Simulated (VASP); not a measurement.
A run of VASP 6.6.1:

INCAR

```
PREC = Accurate ; ENCUT = 520
EDIFF = 1E-7 ; ISMEAR = -1
SIGMA = 0.05 ; LREAL = F
LASPH = T ; NELM = 80
ALGO = Normal ; ISIF = 2
LWAVE = F ; LCHARG = T
GGA = PE ; LELF = T
LVHAR = T ; NBANDS = 16
```

KPOINTS

```
regular mesh
0
Gamma
  6 6 6
```

Contents of POSCAR:

```
TiN
1.0
    0.0000000000      2.1220000000      2.1220000000
    2.1220000000      0.0000000000      2.1220000000
    2.1220000000      2.1220000000      0.0000000000
Ti N
1 1
Direct
    0.0000000000      0.0000000000      0.0000000000
    0.5000000000      0.5000000000      0.5000000000
```

Potentials or basis: VASP PAW PBE potentials, release 64 (Ti_sv, N).

Command:

```bash
$ cat potpaw_PBE.64/Ti_sv/POTCAR potpaw_PBE.64/N/POTCAR > POTCAR
$ mpirun -np 1 vasp_std > vasp.out
```

Hardware: 1 thread of Intel(R) Xeon(R) 6975P-C (Granite Rapids), with other jobs on the host.

Problem. Estimate the wall time of this run.

Solution. Wall time 6.6 s on 1 thread of Intel(R) Xeon(R) 6975P-C (Granite Rapids), with other jobs on the host, peak memory 0.13 GiB. Counts: scf iterations 16, k points 16.
